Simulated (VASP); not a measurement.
# Mg (Im-3m) in VASP: a series of runs

The runs below take Mg through single point, with PBE.

Program: VASP 6.6.1. These are calculated values, not measurements. Logs are shortened: lines on timing, memory, paths and dates and some standing lists are left out, and cuts for length are marked.

### 1 The cell of the first run

Symmetry: Im-3m, No. 229, cubic system. Conventional cell: a = 3.546 Å, b = 3.546 Å, c = 3.546 Å, α = 90.00°, β = 90.00°, γ = 90.00°. Mg (site symmetry m-3m) has 14 Mg at 3.07 to 3.55 Å within 4.0 Å.

This isn't the form of Mg at room conditions, which is hcp.

### 2 Single point, PBE

INCAR

```
PREC     = Accurate       # precision mode
ENCUT    = 600            # plane-wave cutoff, eV
EDIFF    = 1E-6           # SCF threshold, eV
ISMEAR   = 0              # smearing method
SIGMA    = 0.1            # smearing width, eV
LREAL    = F              # projectors in reciprocal space
LASPH    = T              # aspherical terms in the spheres
NELM     = 120            # most SCF steps
ALGO     = Normal         # electronic algorithm
ISIF     = 2              # what is computed and relaxed
LWAVE    = F              # write WAVECAR
LCHARG   = F              # write CHGCAR
GGA      = PE             # functional
NBANDS   = 7              # bands
GGA_COMPAT= F
```

KPOINTS

```
Automatic mesh
0
Gamma
  8 8 8
```

POSCAR

```
Mg
1.0
   -1.7727644967      1.7727644967      1.7727644967
    1.7727644967     -1.7727644967      1.7727644967
    1.7727644967      1.7727644967     -1.7727644967
Mg
1
Direct
    0.0000000000      0.0000000000      0.0000000000
```

Potentials or basis: VASP PAW PBE potentials, release 64 (Mg).

Command:

```bash
$ cat potpaw_PBE.64/Mg/POTCAR > POTCAR
$ mpirun -np 1 vasp_std > vasp.out
```

OUTCAR:

```text
PREC = Accurate
   ENCUT = 600
   EDIFF = 1E-6
   ISMEAR = 0
   LREAL = F
   LASPH = T
   NELM = 120
   ISIF = 2
   GGA = PE

 ion  position               nearest neighbor table
   1  0.000  0.000  0.000-

  LATTYP: Found a body centered cubic cell.
 ALAT       =     3.5455289934

  Lattice vectors:

 A1 = (  -1.7727644967,   1.7727644967,   1.7727644967)
 A2 = (   1.7727644967,  -1.7727644967,   1.7727644967)
 A3 = (   1.7727644967,   1.7727644967,  -1.7727644967)

Analysis of symmetry for initial positions (statically):
=====================================================================
 Subroutine PRICEL returns:
 Original cell was already a primitive cell.

 Routine SETGRP: Setting up the symmetry group for a
 body centered cubic supercell.

 Subroutine GETGRP returns: Found 48 space group operations
 (whereof 48 operations were pure point group operations)
 out of a pool of 48 trial point group operations.

The static configuration has the point symmetry O_h .

Analysis of symmetry for dynamics (positions and initial velocities):
=====================================================================
 Subroutine PRICEL returns:
 Original cell was already a primitive cell.

 Routine SETGRP: Setting up the symmetry group for a
 body centered cubic supercell.

 Subroutine GETGRP returns: Found 48 space group operations
 (whereof 48 operations were pure point group operations)
 out of a pool of 48 trial point group operations.

The dynamic configuration has the point symmetry O_h .

 Subroutine INISYM returns: Found 48 space group operations
 (whereof 48 operations are pure point group operations),
 and found     1 'primitive' translations

----------------------------------------------------------------------------------------

                                     Primitive cell

  volume of cell :      22.2850

  direct lattice vectors                    reciprocal lattice vectors
    -1.772764497  1.772764497  1.772764497     0.000000000  0.282045360  0.282045360
     1.772764497 -1.772764497  1.772764497     0.282045360  0.000000000  0.282045360
     1.772764497  1.772764497 -1.772764497     0.282045360  0.282045360  0.000000000

  length of vectors
     3.070518178  3.070518178  3.070518178     0.398872373  0.398872373  0.398872373

  position of ions in fractional coordinates (direct lattice)
     0.000000000  0.000000000  0.000000000

  ion indices of the primitive-cell ions
   primitive index   ion index
                 1           1

----------------------------------------------------------------------------------------

 KPOINTS: Automatic mesh

Automatic generation of k-mesh.
 Grid dimensions read from file:
 generate k-points for:    8    8    8

 Generating k-lattice:

  Cartesian coordinates                     Fractional coordinates (reciprocal lattice)
     0.000000000  0.035255670  0.035255670     0.125000000  0.000000000  0.000000000
     0.035255670  0.000000000  0.035255670     0.000000000  0.125000000  0.000000000
     0.035255670  0.035255670  0.000000000     0.000000000  0.000000000  0.125000000

  Length of vectors
     0.049859047  0.049859047  0.049859047

  Shift w.r.t. Gamma in fractional coordinates (k-lattice)
     0.000000000  0.000000000  0.000000000

 Subroutine IBZKPT returns following result:
 ===========================================

 Found     29 irreducible k-points:

 Following reciprocal coordinates:
            Coordinates               Weight
  0.000000  0.000000  0.000000      1.000000
  0.125000  0.000000  0.000000     12.000000
  0.250000  0.000000  0.000000     12.000000
  0.375000  0.000000  0.000000     12.000000
  0.500000  0.000000  0.000000      6.000000
  0.125000  0.125000  0.000000     24.000000
[... 16 lines left out ...]
 -0.250000  0.250000  0.250000      6.000000
 -0.375000  0.375000  0.250000     24.000000
 [... further k-points ...]
   k-points           NKPTS =     29   k-points in BZ     NKDIM =     29   number of bands    NBANDS=      7
   number of dos      NEDOS =    301   number of ions     NIONS =      1
   total plane-waves  NPLWV =  21952
   dimension x,y,z NGX =    28 NGY =   28 NGZ =   28
   dimension x,y,z NGXF=    56 NGYF=   56 NGZF=   56
   ions per type =               1
   NGX,Y,Z   is equivalent  to a cutoff of  15.16, 15.16, 15.16 a.u.
   NGXF,Y,Z  is equivalent  to a cutoff of  30.32, 30.32, 30.32 a.u.
 SYSTEM =  unknown system
   PREC   = accura    normal or accurate (medium, high low for compatibility)
   ISTART =      0    job   : 0-new  1-cont  2-samecut
   ICHARG =      2    charge: 1-file 2-atom 10-const
   ISPIN  =      1    spin polarized calculation?
   LNONCOLLINEAR =      F non collinear calculations
   LSORBIT =      F    spin-orbit coupling
   LASPH  =      T    aspherical Exc in radial PAW
   ENCUT  =  600.0 eV  44.10 Ry    6.64 a.u.   6.13  6.13  6.13*2*pi/ulx,y,z
   NELM   =    120;   NELMIN=  2; NELMDL= -5     # of ELM steps
   EDIFF  = 0.1E-05   stopping-criterion for ELM
   LREAL  =      F    real-space projection
   EDIFFG = 0.1E-04   stopping-criterion for IOM
   NSW    =      0    number of steps for IOM
   IBRION =     -1    ionic relax: 0-MD 1-quasi-New 2-CG
   NFREE  =      0    steps in history (QN), initial steepest desc. (CG)
   ISIF   =      2    stress and relaxation
   ISYM   =      2    0-nonsym 1-usesym 2-fastsym
   POTIM  = 0.5000    time-step for ionic-motion
   TEBEG  =    0.0;   TEEND  =   0.0 temperature during run
   PSTRESS=    0.0 pullay stress
   NELECT =       2.0000    total number of electrons
   NUPDOWN=      -1.0000    fix difference up-down
   EMIN   =  10.00;   EMAX   =-10.00  energy-range for DOS
   EFERMI =   0.00;   METHOD = LEGACY
   ISMEAR =     0;   SIGMA  =   0.10  broadening in eV -4-tet -1-fermi 0-gaus
   EFERMI_NEDOS =   21; number of points for ismear=-14 and -15
   IALGO  =     38    algorithm
   IMIX   =      4    mixing-type and parameters
     AMIX     =   0.40;   BMIX     =  1.00
     AMIX_MAG =   1.60;   BMIX_MAG =  1.00
  volume/ion in A,a.u.               =      22.29       150.39
  Fermi-wavevector in a.u.,A,eV,Ry     =   0.732960  1.385094  7.309469  0.537231
  Thomas-Fermi vector in A             =   1.825552
   LORBIT       =      0    0 simple, 1 ext, 2 COOP (PROOUT), +10 PAW based schemes
   GGA     = PE    functional components
   LHFCALC =     F    Hartree Fock is set to
   AEXX    =    0.0000 exact exchange contribution
   IVDW    =     0    specifies the selected vdW correction
   LEPSILON=     F    determine dielectric tensor
   LRPA    =     F    only Hartree local field effects (RPA)
 non-spin polarized calculation
 Gauss-broadening in eV      SIGMA  =   0.10
  energy-cutoff  :      600.00
  volume of cell :       22.29
 maximum number of plane-waves:       767
 NGX is ok and might be reduce to    28
   NGX = 13   NGY = 13   NGZ = 13

 number of electron       2.0000000 magnetization

 Free energy of the ion-electron system (eV)
  ---------------------------------------------------
  ext. energy  EPLUGINS =         0.00000000
  ---------------------------------------------------
  free energy    TOTEN  =        -1.47027985 eV

  energy without entropy =       -1.46750688  energy(sigma->0) =       -1.46889337

 E-fermi :   2.6815     XC(G=0):  -8.5877

 val. band max:        2.6465063998   @ k =   0.5000   0.5000   0.2500
 cond. band min:       2.9258314557   @ k =   0.3750   0.2500   0.0000
 fundamental gap:      0.2793250559
 Fermi energy:         2.6815012469

 k-point     1 :       0.0000    0.0000    0.0000
  band No.  band energies     occupation
      1      -4.2671      2.00000
      2      16.0249      0.00000
      3      16.0249      0.00000
      4      16.0249      0.00000
      5      18.0708      0.00000
      6      18.0708      0.00000
      7      18.3209      0.00000

 k-point     2 :       0.1250    0.0000    0.0000
  band No.  band energies     occupation
      1      -3.8924      2.00000
      2      12.8005      0.00000
      3      14.6336      0.00000
      4      14.8241      0.00000
      5      16.1160      0.00000
      6      16.8050      0.00000
      7      18.7151      0.00000

 k-point     3 :       0.2500    0.0000    0.0000
  band No.  band energies     occupation
      1      -2.7772      2.00000
      2       8.5308      0.00000
      3      12.9605      0.00000
      4      13.4777      0.00000
      5      14.4978      0.00000
      6      15.7355      0.00000
      7      19.8035      0.00000

 k-point     4 :       0.3750    0.0000    0.0000
  band No.  band energies     occupation
      1      -0.9493      2.00000
      2       4.7713      0.00000
      3      11.8996      0.00000
      4      12.6459      0.00000
      5      13.5246      0.00000
      6      14.8711      0.00000
      7      21.1286      0.00000

 k-point     5 :       0.5000    0.0000    0.0000
  band No.  band energies     occupation
      1       1.2772      2.00000
      2       1.8996      2.00000
      3      11.5414      0.00000
      4      12.3680      0.00000
      5      13.2007      0.00000
      6      14.5514      0.00000
      7      22.2379      0.00000

 k-point     6 :       0.1250    0.1250    0.0000
  band No.  band energies     occupation
      1      -3.1475      2.00000
      2      10.5428      0.00000
      3      11.1988      0.00000
      4      13.6564      0.00000
      5      16.1325      0.00000
      6      16.9580      0.00000
      7      19.3749      0.00000

 k-point     7 :       0.2500    0.1250    0.0000
  band No.  band energies     occupation
      1      -1.6756      2.00000
      2       6.8016      0.00000
      3       9.6030      0.00000
      4      12.4578      0.00000
      5      15.2747      0.00000
      6      17.4388      0.00000
      7      18.9182      0.00000
[... 121 lines left out ...]
 k-point    20 :      -0.3750    0.5000    0.1250
  band No.  band energies     occupation
      1       1.1845      2.00000
      2       4.0562      0.00000
      3       6.9528      0.00000
      4      12.5389      0.00000
      5      14.8931      0.00000
      6      15.5556      0.00000
      7      18.0657      0.00000

 k-point    21 :      -0.3750   -0.3750    0.1250
  band No.  band energies     occupation
      1       3.3301      0.00000
      2       3.3301      0.00000
      3       4.5682      0.00000
      4      14.4268      0.00000
      5      14.4268      0.00000
      6      14.6387      0.00000
      7      16.5680      0.00000

 k-point    22 :       0.2500    0.2500    0.2500
  band No.  band energies     occupation
      1       4.0082      0.00000
      2       4.0082      0.00000
      3       4.0082      0.00000
      4       6.0046      0.00000
      5      23.4958      0.00000
      6      23.4958      0.00000
      7      24.7914      0.00000

 k-point    23 :      -0.2500    0.2500    0.2500
  band No.  band energies     occupation
      1      -1.3105      2.00000
      2       9.3224      0.00000
      3       9.3224      0.00000
      4       9.7883      0.00000
      5      12.1346      0.00000
      6      18.9426      0.00000
      7      20.1323      0.00000

 k-point    24 :      -0.3750    0.3750    0.2500
  band No.  band energies     occupation
      1       0.4880      2.00000
      2       6.0857      0.00000
      3       8.3540      0.00000
      4       9.6507      0.00000
      5      12.2884      0.00000
      6      17.2871      0.00000
      7      18.8336      0.00000

 [... further k-points ...]

------------------------ aborting loop because EDIFF is reached ----------------------------------------

  FORCE on cell =-STRESS in cart. coord.  units (eV):
  Direction    XX          YY          ZZ          XY          YZ          ZX
  --------------------------------------------------------------------------------------
  -------------------------------------------------------------------------------------
  Total        0.1060408      0.1060408      0.1060408     -0.0000000      0.0000000     -0.0000000
  in kB        7.6237843      7.6237843      7.6237843     -0.0000000      0.0000000     -0.0000000
  external PRESSURE =       7.6237843 kB  Pullay stress =       0.0000000 kB

 VOLUME and BASIS-vectors are now :
 -----------------------------------------------------------------------------
  energy-cutoff  :      600.00
  volume of cell :       22.29
      direct lattice vectors                 reciprocal lattice vectors
    -1.772764497  1.772764497  1.772764497     0.000000000  0.282045360  0.282045360
     1.772764497 -1.772764497  1.772764497     0.282045360  0.000000000  0.282045360
     1.772764497  1.772764497 -1.772764497     0.282045360  0.282045360  0.000000000

 POSITION                                       TOTAL-FORCE (eV/Angst)
 -----------------------------------------------------------------------------------
      0.00000      0.00000      0.00000        -0.000000     -0.000000     -0.000000
 -----------------------------------------------------------------------------------
    total drift:                                0.000000      0.000000      0.000000

  FREE ENERGIE OF THE ION-ELECTRON SYSTEM (eV)
  ---------------------------------------------------
  free  energy   TOTEN  =        -1.4702798539 eV

  energy  without entropy=       -1.4675068835  energy(sigma->0) =       -1.46889337
```

It took 12 s on 1 thread of Intel Xeon 8259CL, shared host; peak memory 0.12 GiB.

Results:

```yaml
Free_energy: -1.4703 eV
Pressure: 0.8 GPa
Band_gap_on_the_k_mesh: zero (bands 1 and 2 overlap by 4.85 eV)
```

### 3 Single point, PBE

This run uses another cell than the first one, of 22.94 Å³/atom.

INCAR

```
SYSTEM = Mg
PREC     = Accurate       ! precision mode
ENCUT    = 600            ! plane-wave cutoff, eV
EDIFF    = 1E-6           ! SCF threshold, eV
ISMEAR   = 0              ! smearing method
SIGMA    = 0.1            ! smearing width, eV
LREAL    = .False.        ! projectors in reciprocal space
LASPH    = .True.         ! aspherical terms in the spheres
NELM     = 120            ! most SCF steps
ALGO     = Normal         ! electronic algorithm
ISIF     = 2              ! what is computed and relaxed
LWAVE    = .False.        ! write WAVECAR
LCHARG   = .False.        ! write CHGCAR
GGA      = PE             ! functional
NBANDS   = 7              ! bands
GGA_COMPAT= .False.
```

KPOINTS

```
Automatic mesh
0
Gamma
  22 22 22
  0 0 0
```

POSCAR

```
Mg
1.0
   -1.7899780160      1.7899780160      1.7899780160
    1.7899780160     -1.7899780160      1.7899780160
    1.7899780160      1.7899780160     -1.7899780160
Mg
1
Direct
    0.0000000000      0.0000000000      0.0000000000
```

Potentials or basis: VASP PAW PBE potentials, release 64 (Mg).

Command:

```bash
$ cat potpaw_PBE.64/Mg/POTCAR > POTCAR
$ mpirun -np 1 vasp_std > vasp.out
```

It took 2.1 min on 1 thread of Intel Xeon 8259CL, shared host; peak memory 0.18 GiB.

Results (log left out):

- Free energy: -1.4774 eV
- Pressure: -0.1 GPa
- Band gap on the k mesh: zero (bands 1 and 2 overlap by 4.77 eV)

Levels at points of the mesh, in eV from the Fermi level:
| k point | band 1 | band 2 | band 3 | band 4 |
| --- | --- | --- | --- | --- |
| (0.00, 0.00, 0.00) | -6.97 | 12.99 | 12.99 | 12.99 |
| (0.50, 0.00, 0.00) | -1.51 | -0.94 | 8.60 | 9.31 |
| (0.50, 0.50, 0.50) | 3.83 | 3.83 | 3.83 | 3.98 |

The gap in the log of VASP goes by the Fermi energy; the results here count the filled bands.